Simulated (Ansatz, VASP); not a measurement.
## One calculation of GaSb, two programs

```
Ga Sb
1.0
     0.00000    3.02497    3.02497
     3.02497    0.00000    3.02497
     3.02497    3.02497    0.00000
Ga Sb
1 1
Direct
  0.00000 0.00000 0.00000
  0.25000 0.25000 0.25000
```

Alike in both runs: functional LDA; k mesh 11 × 11 × 11; occupations fermi-dirac, width 0.1 eV; no spin polarisation.

Ansatz relaxed the structure, and its values are those at the end. VASP's run is a single point on that final structure, the one shown.

|  | VASP | Ansatz |
| --- | --- | --- |
| version | VASP 6.6.1 | Ansatz 0.2.0 |
| potentials or method | VASP PAW LDA potentials, release 64 (Ga_d, Sb) | PAW with Ansatz's default frozen-core files, scalar-relativistic |
| plane-wave cutoff (eV) | 520 | 420 |
| valence electrons in the cell | 18 | 28 |

Ansatz gave:

* pressure (GPa): 0.0

Task: Estimate VASP's values.

Result: Pressure (GPa): 0.2.

LDA's correlation is that of Perdew and Zunger in VASP and of Perdew and Wang (1992) in Ansatz. VASP's potentials hold 18 valence electrons a cell and Ansatz's 28, so a difference there can come from the potentials and not from the codes.

Neither program's run includes spin-orbit coupling.
